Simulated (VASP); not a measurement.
# ZnO (P6_3mc) in VASP: notebook, part 2 of 2

VASP 6.6.1. The steps go on from the part before.

### 3 Single point, PBEsol

This run uses another cell than the first one, of 11.78 Å³/atom, 0.991 times its volume.

INCAR reads:

```
PREC = Accurate ; ENCUT = 520
EDIFF = 1E-7 ; ISMEAR = 0
SIGMA = 0.05 ; LREAL = False
LASPH = True ; NELM = 100
ALGO = Normal ; ISIF = 2
LWAVE = False ; LCHARG = True
GGA = PS ; LELF = True
LVHAR = True ; NBANDS = 26
```

KPOINTS reads:

```
regular mesh
0
Gamma
  8 8 6
```

POSCAR reads:

```
ZnO
1.0
    3.2317480164      0.0000000000      0.0000000000
   -1.6158740082      2.7987758809      0.0000000000
    0.0000000000      0.0000000000      5.2111393254
Zn O
2 2
Direct
    0.3333333333      0.6666666667      0.0014489168
    0.6666666667      0.3333333333      0.5014489168
    0.3333333333      0.6666666667      0.3806510832
    0.6666666667      0.3333333333      0.8806510832
```

Potentials or basis: VASP PAW PBE potentials, release 64 (Zn, O).

Launch:

```console
> cat potpaw_PBE.64/Zn/POTCAR potpaw_PBE.64/O/POTCAR > POTCAR
> mpirun -np 1 vasp_std > vasp.out
```

OUTCAR:

```text
PREC = Accurate
   ENCUT = 520
   EDIFF = 1E-7
   ISMEAR = 0
   LREAL = False
   LASPH = True
   NELM = 100
   ISIF = 2
   GGA = PS

 ion  position               nearest neighbor table
   1  0.333  0.667  0.001-   4 1.97   4 1.97   4 1.97   3 1.98
   2  0.667  0.333  0.501-   3 1.97   3 1.97   3 1.97   4 1.98
   3  0.333  0.667  0.381-   2 1.97   2 1.97   2 1.97   1 1.98
   4  0.667  0.333  0.881-   1 1.97   1 1.97   1 1.97   2 1.98

  LATTYP: Found a hexagonal cell.
 ALAT       =     3.2317480164
 C/A-ratio  =     1.6124831822

  Lattice vectors:

 A1 = (   3.2317480164,   0.0000000000,   0.0000000000)
 A2 = (  -1.6158740082,   2.7987758809,   0.0000000000)
 A3 = (   0.0000000000,   0.0000000000,   5.2111393254)

Analysis of symmetry for initial positions (statically):
=====================================================================
 Subroutine PRICEL returns:
 Original cell was already a primitive cell.

 Routine SETGRP: Setting up the symmetry group for a
 hexagonal supercell.

 Subroutine GETGRP returns: Found 12 space group operations
 (whereof  6 operations were pure point group operations)
 out of a pool of 24 trial point group operations.

The static configuration has the point symmetry C_3v.
 The point group associated with its full space group is C_6v.

Analysis of symmetry for dynamics (positions and initial velocities):
=====================================================================
 Subroutine PRICEL returns:
 Original cell was already a primitive cell.

 Routine SETGRP: Setting up the symmetry group for a
 hexagonal supercell.

 Subroutine GETGRP returns: Found 12 space group operations
 (whereof  6 operations were pure point group operations)
 out of a pool of 24 trial point group operations.

The dynamic configuration has the point symmetry C_3v.
 The point group associated with its full space group is C_6v.
[... 119 lines left out ...]
   EFERMI_NEDOS =   21; number of points for ismear=-14 and -15
   IALGO  =     38    algorithm
   IMIX   =      4    mixing-type and parameters
     AMIX     =   0.40;   BMIX     =  1.00
     AMIX_MAG =   1.60;   BMIX_MAG =  1.00
  volume/ion in A,a.u.               =      11.78        79.52
  Fermi-wavevector in a.u.,A,eV,Ry     =   1.496452  2.827885 30.468474  2.239370
  Thomas-Fermi vector in A             =   2.608467
   LORBIT       =      0    0 simple, 1 ext, 2 COOP (PROOUT), +10 PAW based schemes
   GGA     = PS    functional components
   LHFCALC =     F    Hartree Fock is set to
   AEXX    =    0.0000 exact exchange contribution
   IVDW    =     0    specifies the selected vdW correction
   LEPSILON=     F    determine dielectric tensor
   LRPA    =     F    only Hartree local field effects (RPA)
 non-spin polarized calculation
 Gauss-broadening in eV      SIGMA  =   0.05
  energy-cutoff  :      520.00
  volume of cell :       47.13
 maximum number of plane-waves:      1286
   NGX = 13   NGY = 13   NGZ = 19

 number of electron      36.0000022 magnetization

 Free energy of the ion-electron system (eV)
  ---------------------------------------------------
  ext. energy  EPLUGINS =         0.00000000
  ---------------------------------------------------
  free energy    TOTEN  =       -19.41038025 eV

  energy without entropy =      -19.41038025  energy(sigma->0) =      -19.41038025

 E-fermi :   1.4526     XC(G=0): -11.2385

 val. band max:        1.1427617404   @ k =   0.0000   0.0000   0.0000
 cond. band min:       1.8336086964   @ k =   0.0000   0.0000   0.0000
 fundamental gap:      0.6908469560
 Fermi energy:         1.4526251307

 k-point     1 :       0.0000    0.0000    0.0000
  band No.  band energies     occupation
      1     -16.9830      2.00000
      2     -16.2266      2.00000
      3      -4.6595      2.00000
      4      -4.6239      2.00000
      5      -4.6239      2.00000
      6      -4.5770      2.00000
[... 685 lines left out ...]
     25      14.5666      0.00000
     26      14.9817      0.00000

 [... further k-points ...]

------------------------ aborting loop because EDIFF is reached ----------------------------------------

  FORCE on cell =-STRESS in cart. coord.  units (eV):
  Direction    XX          YY          ZZ          XY          YZ          ZX
  --------------------------------------------------------------------------------------
  -------------------------------------------------------------------------------------
  Total        0.2646567      0.2646567      0.3051520      0.0000000      0.0000000      0.0000000
  in kB        8.9961190      8.9961190     10.3726212      0.0000000      0.0000000      0.0000000
  external PRESSURE =       9.4549530 kB  Pullay stress =       0.0000000 kB

 VOLUME and BASIS-vectors are now :
 -----------------------------------------------------------------------------
  energy-cutoff  :      520.00
  volume of cell :       47.13
      direct lattice vectors                 reciprocal lattice vectors
     3.231748016  0.000000000  0.000000000     0.309430065  0.178649532  0.000000000
    -1.615874008  2.798775881  0.000000000     0.000000000  0.357299063  0.000000000
     0.000000000  0.000000000  5.211139325     0.000000000  0.000000000  0.191896616

 POSITION                                       TOTAL-FORCE (eV/Angst)
 -----------------------------------------------------------------------------------
     -0.00000      1.86585      0.00755         0.000000      0.000000      0.000457
      1.61587      0.93293      2.61312        -0.000000     -0.000000      0.000457
     -0.00000      1.86585      1.98363        -0.000000      0.000000     -0.000457
      1.61587      0.93293      4.58920         0.000000      0.000000     -0.000457
 -----------------------------------------------------------------------------------
    total drift:                               -0.000000     -0.000000      0.002141

  FREE ENERGIE OF THE ION-ELECTRON SYSTEM (eV)
  ---------------------------------------------------
  free  energy   TOTEN  =       -19.4103802490 eV

  energy  without entropy=      -19.4103802490  energy(sigma->0) =      -19.41038025
```

OSZICAR:

```text
N       E                     dE             d eps       ncg     rms          rms(c)
DAV:   1     0.290478617600E+03    0.29048E+03   -0.18234E+04  2106   0.203E+03
DAV:   2     0.869604127483E+01   -0.28178E+03   -0.26381E+03  2196   0.410E+02
DAV:   3    -0.216342574943E+02   -0.30330E+02   -0.29935E+02  2322   0.138E+02
DAV:   4    -0.222085097345E+02   -0.57425E+00   -0.57308E+00  2260   0.191E+01
DAV:   5    -0.222114441408E+02   -0.29344E-02   -0.29342E-02  2264   0.141E+00    0.142E+01
DAV:   6    -0.192812010106E+02    0.29302E+01   -0.55629E+00  3212   0.602E+01    0.917E+00
DAV:   7    -0.194592475928E+02   -0.17805E+00   -0.26322E+00  2164   0.158E+01    0.547E+00
DAV:   8    -0.194593870009E+02   -0.13941E-03   -0.50609E-01  3048   0.727E+00    0.164E+00
DAV:   9    -0.194082349249E+02    0.51152E-01   -0.94891E-02  3048   0.610E+00    0.350E-01
DAV:  10    -0.194103441888E+02   -0.21093E-02   -0.38592E-02  2094   0.134E+00    0.113E-01
DAV:  11    -0.194103548529E+02   -0.10664E-04   -0.61978E-04  2222   0.221E-01    0.249E-02
DAV:  12    -0.194103822292E+02   -0.27376E-04   -0.26770E-05  2156   0.405E-02    0.176E-02
DAV:  13    -0.194103819387E+02    0.29057E-06   -0.24935E-06  2284   0.193E-02    0.983E-03
DAV:  14    -0.194103804213E+02    0.15174E-05   -0.30863E-06  2630   0.150E-02    0.235E-03
DAV:  15    -0.194103802650E+02    0.15630E-06   -0.44709E-07  2064   0.609E-03    0.585E-04
DAV:  16    -0.194103802490E+02    0.15928E-07   -0.66138E-09  1062   0.579E-04
   1 F= -.19410380E+02 E0= -.19410380E+02  d E =-.307201E-20
```

Wall time 42 s (1 thread of Intel Xeon Platinum 8259CL at 2.50GHz (Skylake/Cascade Lake), shared host); peak memory 0.18 GiB.

Results:

```
Free energy            : -19.4104 eV
Pressure               : 0.9 GPa
Band gap on the k mesh : 0.69 eV, direct
```

Levels at points of the mesh, in eV from the valence-band top:
```tsv
k point	band 16	band 17	band 18	band 19	band 20	band 21
(0.00, 0.00, 0.00)	-0.09	0.00	0.00	0.69	5.15	8.11
(0.50, 0.00, 0.00)	-2.32	-1.33	-0.86	5.73	6.72	7.44
(0.00, 0.00, 0.50)	-0.40	-0.40	-0.40	3.38	3.38	9.96
(0.50, 0.00, 0.50)	-1.54	-1.41	-1.41	5.58	5.58	8.40
```

Caveat: the PAW data sets were made with another functional, which shifts forces and pressure a little.

### 4 Single point, revPBE+D3(BJ)

INCAR reads:

```
SYSTEM = ZnO
ALGO = Normal
EDIFF = 1E-6
ENCUT = 520
GGA = RE
ISIF = 2
ISMEAR = 0
IVDW = 12
LASPH = .True.
LCHARG = .False.
LREAL = .False.
LWAVE = .False.
NBANDS = 26
NELM = 60
PREC = Accurate
SIGMA = 0.05
```

KPOINTS reads:

```
k-points
0
Gamma
  8 8 6
  0 0 0
```

POSCAR reads:

```
ZnO
1.0
    3.2419811861      0.0000000000      0.0000000000
   -1.6209905930      2.8076380657      0.0000000000
    0.0000000000      0.0000000000      5.2276401393
Zn O
2 2
Direct
    0.3333333333      0.6666666667      0.0014489168
    0.6666666667      0.3333333333      0.5014489168
    0.3333333333      0.6666666667      0.3806510832
    0.6666666667      0.3333333333      0.8806510832
```

Launch:

```console
> cat potpaw_PBE.64/Zn/POTCAR potpaw_PBE.64/O/POTCAR > POTCAR
> mpirun -np 1 vasp_std > vasp.out
```

Run time: 41 s. Hardware: 1 thread of Intel Xeon Platinum 8259CL at 2.50GHz (Skylake/Cascade Lake), shared host; peak memory 0.19 GiB.

It converged, with:

```
Free energy                : -18.2414 eV
Pressure                   : 3.3 GPa
Band gap on the k mesh     : 0.85 eV, direct
Dispersion energy per atom : -0.441 eV
```

Stress tensor (GPa, compression positive):
```
3.27 0.00 0.00
0.00 3.27 0.00
0.00 0.00 3.46
```

Levels at points of the mesh, in eV from the valence-band top:
| k point | band 16 | band 17 | band 18 | band 19 | band 20 | band 21 |
| --- | --- | --- | --- | --- | --- | --- |
| (0.00, 0.00, 0.00) | -0.09 | 0.00 | 0.00 | 0.85 | 5.30 | 8.28 |
| (0.50, 0.00, 0.00) | -2.26 | -1.28 | -0.84 | 5.84 | 6.96 | 7.66 |
| (0.00, 0.00, 0.50) | -0.39 | -0.39 | -0.39 | 3.51 | 3.51 | 10.15 |
| (0.50, 0.00, 0.50) | -1.50 | -1.37 | -1.37 | 5.78 | 5.78 | 8.50 |

Caveat: the PAW data sets were made with another functional, which shifts forces and pressure a little.

### 5 Single point, revPBE+D3(BJ) (volume scaled by 0.98)

INCAR reads:

```
  PREC = Accurate
  ENCUT = 520
  EDIFF = 1E-6
  ISMEAR = 0
  SIGMA = 0.05
  LREAL = False
  LASPH = True
  NELM = 100
  ALGO = Normal
  ISIF = 2
  LWAVE = False
  LCHARG = True
  GGA = RE
  IVDW = 12
  LELF = True
  LVHAR = True
  NBANDS = 26
```

KPOINTS reads:

```
regular mesh
0
Gamma
  8 8 6
```

POSCAR reads:

```
ZnO
1.0
    3.2362293537      0.0000000000      0.0000000000
   -1.6181146769      2.8026568328      0.0000000000
    0.0000000000      0.0000000000      5.2231606079
Zn O
2 2
Direct
    0.3333333333      0.6666666667      0.0015378783
    0.6666666667      0.3333333333      0.5015378783
    0.3333333333      0.6666666667      0.3805621217
    0.6666666667      0.3333333333      0.8805621217
```

Potentials or basis: VASP PAW PBE potentials, release 64 (Zn, O).

Launch:

```console
> cat potpaw_PBE.64/Zn/POTCAR potpaw_PBE.64/O/POTCAR > POTCAR
> mpirun -np 1 vasp_std > vasp.out
```

OUTCAR:

```text
PREC = Accurate
   ENCUT = 520
   EDIFF = 1E-6
   ISMEAR = 0
   LREAL = False
   LASPH = True
   NELM = 100
   ISIF = 2
   GGA = RE
   IVDW = 12
 IVDW          = 12

 ion  position               nearest neighbor table
   1  0.333  0.667  0.002-   4 1.97   4 1.97   4 1.97   3 1.98
   2  0.667  0.333  0.502-   3 1.97   3 1.97   3 1.97   4 1.98
   3  0.333  0.667  0.381-   2 1.97   2 1.97   2 1.97   1 1.98
   4  0.667  0.333  0.881-   1 1.97   1 1.97   1 1.97   2 1.98

  LATTYP: Found a hexagonal cell.
 ALAT       =     3.2362293537
 C/A-ratio  =     1.6139649070

  Lattice vectors:

 A1 = (   3.2362293537,   0.0000000000,   0.0000000000)
 A2 = (  -1.6181146769,   2.8026568328,   0.0000000000)
 A3 = (   0.0000000000,   0.0000000000,   5.2231606079)

Analysis of symmetry for initial positions (statically):
=====================================================================
 Subroutine PRICEL returns:
 Original cell was already a primitive cell.

 Routine SETGRP: Setting up the symmetry group for a
 hexagonal supercell.

[... 171 lines left out ...]

 E-fermi :   1.6277     XC(G=0): -10.7486

 val. band max:        1.3846034570   @ k =   0.0000   0.0000   0.0000
 cond. band min:       2.2359015088   @ k =   0.0000   0.0000   0.0000
 fundamental gap:      0.8512980518
 Fermi energy:         1.6277221432

 k-point     1 :       0.0000    0.0000    0.0000
  band No.  band energies     occupation
      1     -16.8143      2.00000
      2     -16.0990      2.00000
      3      -4.3279      2.00000
      4      -4.3279      2.00000
      5      -4.2839      2.00000
      6      -4.2778      2.00000
[... 685 lines left out ...]
     25      14.9797      0.00000
     26      15.3961      0.00000

 [... further k-points ...]

------------------------ aborting loop because EDIFF is reached ----------------------------------------

 Edisp (eV)   -1.77407

 E8    (eV) :    -1.1589

  FORCE on cell =-STRESS in cart. coord.  units (eV):
  Direction    XX          YY          ZZ          XY          YZ          ZX
  --------------------------------------------------------------------------------------
  -------------------------------------------------------------------------------------
  Total       1.17495     1.17495     1.19260    -0.00000    -0.00000     0.00000
  in kB      39.73638    39.73638    40.33310    -0.00000    -0.00000     0.00000
  external pressure =       39.94 kB  Pullay stress =        0.00 kB

 VOLUME and BASIS-vectors are now :
 -----------------------------------------------------------------------------
  energy-cutoff  :      520.00
  volume of cell :       47.37
      direct lattice vectors                 reciprocal lattice vectors
     3.236229354  0.000000000  0.000000000     0.309001585  0.178402148  0.000000000
    -1.618114677  2.802656833  0.000000000     0.000000000  0.356804297  0.000000000
     0.000000000  0.000000000  5.223160608     0.000000000  0.000000000  0.191454959

 POSITION                                       TOTAL-FORCE (eV/Angst)
 -----------------------------------------------------------------------------------
     -0.00000      1.86844      0.00803        -0.000000      0.000000      0.005115
      1.61811      0.93422      2.61961         0.000000     -0.000000      0.005115
     -0.00000      1.86844      1.98774        -0.000000      0.000000     -0.005115
      1.61811      0.93422      4.59932         0.000000      0.000000     -0.005115
 -----------------------------------------------------------------------------------
    total drift:                               -0.000000     -0.000000      0.002451

  FREE ENERGIE OF THE ION-ELECTRON SYSTEM (eV)
  ---------------------------------------------------
  free  energy   TOTEN  =       -18.2365455848 eV

  energy  without entropy=      -18.2365455848  energy(sigma->0) =      -18.23654558
```

OSZICAR:

```text
N       E                     dE             d eps       ncg     rms          rms(c)
DAV:   1     0.300155359037E+03    0.30016E+03   -0.18328E+04  2088   0.204E+03
DAV:   2     0.119770165750E+02   -0.28818E+03   -0.27122E+03  2212   0.416E+02
DAV:   3    -0.191330562228E+02   -0.31110E+02   -0.30732E+02  2258   0.139E+02
DAV:   4    -0.197073243598E+02   -0.57427E+00   -0.57329E+00  2388   0.194E+01
DAV:   5    -0.197101751851E+02   -0.28508E-02   -0.28507E-02  2244   0.139E+00    0.150E+01
DAV:   6    -0.162623838464E+02    0.34478E+01   -0.65553E+00  3204   0.605E+01    0.913E+00
DAV:   7    -0.164874284765E+02   -0.22504E+00   -0.29840E+00  2144   0.169E+01    0.543E+00
DAV:   8    -0.165073859233E+02   -0.19957E-01   -0.45744E-01  3074   0.760E+00    0.160E+00
DAV:   9    -0.164592491767E+02    0.48137E-01   -0.10297E-01  3022   0.648E+00    0.272E-01
DAV:  10    -0.164622376041E+02   -0.29884E-02   -0.36836E-02  2098   0.135E+00    0.157E-01
DAV:  11    -0.164624031423E+02   -0.16554E-03   -0.66282E-04  2208   0.301E-01    0.559E-02
DAV:  12    -0.164624586517E+02   -0.55509E-04   -0.17567E-04  2484   0.332E-01    0.281E-02
DAV:  13    -0.164624770537E+02   -0.18402E-04   -0.59809E-05  2250   0.132E-01    0.228E-02
DAV:  14    -0.164624708303E+02    0.62234E-05   -0.23528E-05  2500   0.511E-02    0.192E-03
DAV:  15    -0.164624709554E+02   -0.12513E-06   -0.51618E-06  2120   0.217E-02
   1 F= -.18236546E+02 E0= -.18236546E+02  d E =-.792661E-14
```

Run time: 16 s. Hardware: 1 thread of Intel Xeon 6975P-C (Granite Rapids), shared host; peak memory 0.19 GiB.

Results:

```yaml
Free_energy: -18.2365 eV
Pressure: 4.0 GPa
Largest_force: 0.005 eV/Å
Band_gap_on_the_k_mesh: 0.85 eV, direct
Dispersion_energy_per_atom: -0.444 eV
```

Forces in eV/Å, atoms in the order of the input:
```
Zn   0.000  0.000  0.005
Zn   0.000  0.000  0.005
O    0.000  0.000 -0.005
O    0.000  0.000 -0.005
```

Levels at points of the mesh, in eV from the valence-band top:
| k point | band 14 | band 15 | band 16 | band 17 | band 18 | band 19 | band 20 | band 21 | band 22 | band 23 |
| --- | --- | --- | --- | --- | --- | --- | --- | --- | --- | --- |
| (0.00, 0.00, 0.00) | -0.80 | -0.80 | -0.09 | 0.00 | 0.00 | 0.85 | 5.32 | 8.29 | 13.01 | 13.01 |
| (0.50, 0.00, 0.00) | -3.55 | -2.83 | -2.27 | -1.29 | -0.84 | 5.86 | 6.96 | 7.66 | 8.61 | 10.67 |
| (0.00, 0.00, 0.50) | -2.24 | -0.39 | -0.39 | -0.39 | -0.39 | 3.52 | 3.52 | 10.16 | 10.16 | 13.29 |
| (0.50, 0.00, 0.50) | -3.75 | -1.51 | -1.51 | -1.39 | -1.39 | 5.79 | 5.79 | 8.53 | 8.53 | 11.39 |

Caveat: the cell differs from its parent crystal (volume scaled by 0.98); the PAW data sets were made with another functional, which shifts forces and pressure a little.

### 6 The runs side by side

| level | cell | gap on the mesh (eV) | pressure (GPa) |
| --- | --- | --- | --- |
| PBEsol | a = 3.242, b = 3.242, c = 5.228 Å, angles 90.0, 90.0, 120.0°, 4 atoms | 0.68 | -0.5 |
| PBEsol | a = 3.232, b = 3.232, c = 5.211 Å, angles 90.0, 90.0, 120.0°, 4 atoms | 0.69 | 0.9 |
| revPBE+D3(BJ) | a = 3.242, b = 3.242, c = 5.228 Å, angles 90.0, 90.0, 120.0°, 4 atoms | 0.85 | 3.3 |
| revPBE+D3(BJ) | a = 3.236, b = 3.236, c = 5.223 Å, angles 90.0, 90.0, 120.0°, 4 atoms | 0.85 | 4.0 |

Alike in all rows: task single point; potentials or basis VASP PAW PBE potentials, release 64 (Zn, O); no spin polarisation; k mesh 8 × 8 × 6; cutoff (eV) 520; smearing gaussian 0.05 eV.

Caveats: the PAW data sets were made with another functional, which shifts forces and pressure a little.

Absolute energies hang on the potentials; compare differences alone.

### 7 How close it comes

Step 2. Measured gap of ZnO: 3.37 eV (quoted in “Electronic structure of alkaline earth and post-transition metal oxides”, 2009, arxiv:0908.1581). This calculation gives 0.68 eV (-2.69 eV). So large a miss can be the level of theory's own, or it may mean another phase, state or a wrong row. The value is that of PBEsol, without temperature or zero-point motion. Semilocal functionals fall short of measured gaps as a rule.

Step 3. Measured gap of ZnO: 3.37 eV (quoted in “Electronic structure of alkaline earth and post-transition metal oxides”, 2009, arxiv:0908.1581). This calculation gives 0.69 eV (-2.68 eV). So large a miss can be the level of theory's own, or it may mean another phase, state or a wrong row. The value is that of PBEsol, without temperature or zero-point motion. Semilocal functionals fall short of measured gaps as a rule.
